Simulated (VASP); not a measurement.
The system is Ti.

```
Ti
1.0
     0.00000    2.03000    2.03000
     2.03000    0.00000    2.03000
     2.03000    2.03000    0.00000
Ti
1
Direct
  0.00000 0.00000 0.00000
```

* Program: VASP 6.6.1
* Task: relaxation of cell and atoms
* Functional: r2SCAN
* Potentials or basis: VASP PAW PBE potentials, release 64 (Ti_sv)
* Cutoff: 600 eV
* k mesh: 8 × 8 × 8
* Occupations: gaussian, width 0.1 eV
* Spin: no spin polarisation

At the start: pressure 5.1 GPa; volume 16.73 Å³/atom.

Q: How do energy, volume and symmetry change on relaxing?

A: Over 3 steps the energy falls by 11.2 meV/atom and the volume is 17.47 Å³/atom (+4.4 %); space group Fm-3m (No. 225, to 0.05 Å).

The path:
| step | energy change (eV) | largest force (eV/Å) | pressure (GPa) | volume (Å³) |
| --- | --- | --- | --- | --- |
| 1 | 0.0000 | 0.0000 | 5.05 | 16.73 |
| 2 | -0.0050 | 0.0000 | -3.42 | 18.04 |
| 3 | -0.0112 | 0.0000 | -0.02 | 17.47 |

Final structure:
```xyz
1
Lattice="0.0000 2.0593 2.0593 2.0593 0.0000 2.0593 2.0593 2.0593 0.0000" Properties=species:S:1:pos:R:3 pbc="T T T"
Ti    0.0000    0.0000    0.0000
```

Caveat: the PAW data sets were made with another functional, which shifts forces and pressure a little.
